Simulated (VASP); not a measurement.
## KMgF3: single point with PBEsol

Crystal: KMgF3.

```
CELL_PARAMETERS angstrom
4.06915 0.00000 0.00000
0.00000 4.06915 0.00000
0.00000 0.00000 4.06915
ATOMIC_POSITIONS crystal
K 0.50000 0.50000 0.50000
Mg 0.00000 0.00000 0.00000
F 0.50000 0.00000 0.00000
F 0.00000 0.50000 0.00000
F 0.00000 0.00000 0.50000
```

This cell differs from its parent crystal: volume scaled by 1.06.

```json
{
  "Program": "VASP 6.6.1",
  "Task": "single point",
  "Functional": "PBEsol",
  "Potentials or basis": "VASP PAW PBE potentials, release 64 (K_sv, Mg, F)",
  "Cutoff": "520 eV",
  "k mesh": "6 × 6 × 6",
  "Occupations": "gaussian, width 0.02 eV",
  "Spin": "no spin polarisation",
  "Dipole correction": "no",
  "Further INCAR settings": "ALGO = Normal; EDIFF = 1e-06; NBANDS = 24"
}
```

* Pressure: -4.1 GPa
* Band gap on the k mesh: 6.68 eV, indirect (least direct gap 7.01 eV)

Levels at points of the mesh, in eV from the valence-band top:
| k point | band 12 | band 13 | band 14 | band 15 | band 16 | band 17 | band 18 | band 19 | band 20 | band 21 |
| --- | --- | --- | --- | --- | --- | --- | --- | --- | --- | --- |
| (0.00, 0.00, 0.00) | -0.57 | -0.57 | -0.32 | -0.32 | -0.32 | 6.68 | 9.86 | 9.86 | 11.98 | 11.98 |
| (0.50, 0.00, 0.00) | -0.81 | -0.81 | -0.80 | -0.50 | -0.50 | 9.58 | 9.68 | 10.85 | 12.44 | 12.44 |
| (0.50, 0.50, 0.00) | -0.96 | -0.96 | -0.85 | -0.85 | -0.02 | 10.43 | 11.27 | 11.88 | 11.88 | 12.50 |
| (0.50, 0.50, 0.50) | -1.08 | -1.08 | 0.00 | 0.00 | 0.00 | 10.07 | 10.07 | 10.07 | 13.29 | 13.81 |

Run time: 17 s on 1 thread of AMD EPYC 9R14 (Zen 4), on a shared host, peak memory 0.15 GiB.

Caveat: the PAW data sets were made with another functional, which shifts forces and pressure a little. A k mesh can miss the band edges.
